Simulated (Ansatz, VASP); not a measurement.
## ZrO2: VASP beside Ansatz

```
CELL_PARAMETERS angstrom
0.00000 2.53205 2.53205
2.53205 0.00000 2.53205
2.53205 2.53205 0.00000
ATOMIC_POSITIONS crystal
Zr 0.00000 0.00000 0.00000
O 0.25000 0.25000 0.25000
O 0.75000 0.75000 0.75000
```

Alike in both runs: functional PBEsol; k mesh 8 × 8 × 8; occupations gaussian, width 0.02 eV; no spin polarisation.

Ansatz relaxed the structure, and its values are those at the end. VASP's run is a single point on that final structure, the one shown.

|  | VASP | Ansatz |
| --- | --- | --- |
| version | VASP 6.6.1 | Ansatz 0.2.0 |
| potentials or method | VASP PAW PBE potentials, release 64 (Zr_sv, O), cutoff 600 eV | scalar-relativistic, plane waves, PAW |
| valence electrons in the cell | 24 | 24 |

```csv
,VASP,Ansatz,Ansatz less VASP
gap on the k mesh at the Fermi level (eV),3.32,3.33,+0.005
least direct gap on the mesh (eV),3.76,3.76,+0.003
pressure (GPa),0.2,0.0,-0.24
```

VASP's potentials were made for PBE, not for PBEsol. The functional is the same, so the differences come from potentials, cutoffs and numerics.
